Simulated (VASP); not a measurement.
Set up this calculation in VASP 6.6.1, as the native input.

- Task: single point
- Functional: PBE
- Potentials or basis: VASP PAW PBE potentials, release 64 (C)
- Cutoff: 520 eV
- k mesh: 10 × 10 × 3
- Occupations: gaussian, width 0.05 eV
- Spin: no spin polarisation
- Dipole correction: no
- Further INCAR settings: ALGO = Normal; EDIFF = 1e-07; NBANDS = 31

The structure of C lies in POSCAR:

```
C
1.0
   -2.5194924611      0.0000000000      0.0000000000
   -1.2597462306     -2.1819444760      0.0000000000
   -1.8894933712     -1.0908995065     10.3668212017
C
10
Direct
   -0.7036252980     -0.7036252980      0.8741755410
    0.3708452780      0.3708452780      0.7252244590
    0.0038980329      0.0038980329      0.1257456505
    0.4966219471      0.4966219471      0.4736543495
   -0.0706238717     -0.0706238717      0.2747993967
    0.5711438517      0.5711438517      0.3246006033
   -0.3953409353     -0.3953409353      0.9242768224
    0.0625609153      0.0625609153      0.6751231776
    0.3622728786      0.3622728786      0.0756592868
    0.1382471014      0.1382471014      0.5237407132
```

One way to write it, as run:

INCAR

```
PREC = Accurate
ENCUT = 520
EDIFF = 1E-7
ISMEAR = 0
SIGMA = 0.05
LREAL = F
LASPH = T
NELM = 60
ALGO = Normal
ISIF = 2
LWAVE = F
LCHARG = T
GGA = PE
LELF = T
LVHAR = T
NBANDS = 31
```

KPOINTS

```
regular mesh
0
Gamma
  10 10 3
```

Potentials or basis: VASP PAW PBE potentials, release 64 (C).

Launch:

```console
$ cat potpaw_PBE.64/C/POTCAR > POTCAR
$ mpirun -np 1 vasp_std > vasp.out
```

Results of the run:

The pressure is 1.4 GPa. The largest force is 4.784 eV/Å. The band gap on the k mesh is 1.98 eV (least direct gap 4.61 eV).

Caveat: an odd mesh through Γ misses points on the zone boundary, where band edges can lie; forces of over 1 eV/Å act on the atoms, so gaps and moduli don't describe the material at rest.

It took 83 s on 1 thread of Intel(R) Xeon(R) 6975P-C (Granite Rapids), with other jobs on the host, peak memory 0.22 GiB.
